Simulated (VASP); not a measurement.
Cd2Ru:

```
Cd Ru
1.0
     4.67013    0.00000    0.00000
    -2.33507    4.04445    0.00000
     0.00000    0.00000    2.76619
Cd Ru
2 1
Direct
  0.33333 0.66667 0.50000
  0.66667 0.33333 0.50000
  0.00000 0.00000 0.00000
```

* Program: VASP 6.6.1
* Task: relaxation of cell and atoms
* Functional: r2SCAN
* Potentials or basis: VASP PAW PBE potentials, release 64 (Cd, Ru_pv)
* Cutoff: 600 eV
* k mesh: 6 × 6 × 6
* Occupations: gaussian, width 0.1 eV
* Spin: no spin polarisation

At the start: pressure 1.5 GPa; volume 17.42 Å³/atom.

Question: Where does the relaxation end?

Answer: Over 4 steps the energy falls by 2.4 meV/atom and the volume is 17.58 Å³/atom (+1.0 %); space group P6/mmm (No. 191, to 0.05 Å).

The path:
| step | energy change (eV) | largest force (eV/Å) | pressure (GPa) | volume (Å³) |
| --- | --- | --- | --- | --- |
| 1 | 0.0000 | 0.0000 | 1.49 | 52.25 |
| 2 | -0.0039 | 0.0000 | -1.60 | 53.48 |
| 3 | -0.0067 | 0.0000 | -0.44 | 52.99 |
| 4 | -0.0073 | 0.0000 | 0.16 | 52.75 |

Final structure:
```xyz
3
Lattice="4.6602 0.0000 0.0000 -2.3301 4.0358 0.0000 0.0000 0.0000 2.8046" Properties=species:S:1:pos:R:3 pbc="T T T"
Cd    0.0000    2.6906    1.4023
Cd    2.3301    1.3453    1.4023
Ru    4.6602    0.0000    2.8046
```

Caveat: the k points lie up to 0.37 Å⁻¹ apart in the final cell; the PAW data sets were made with another functional, which shifts forces and pressure a little.
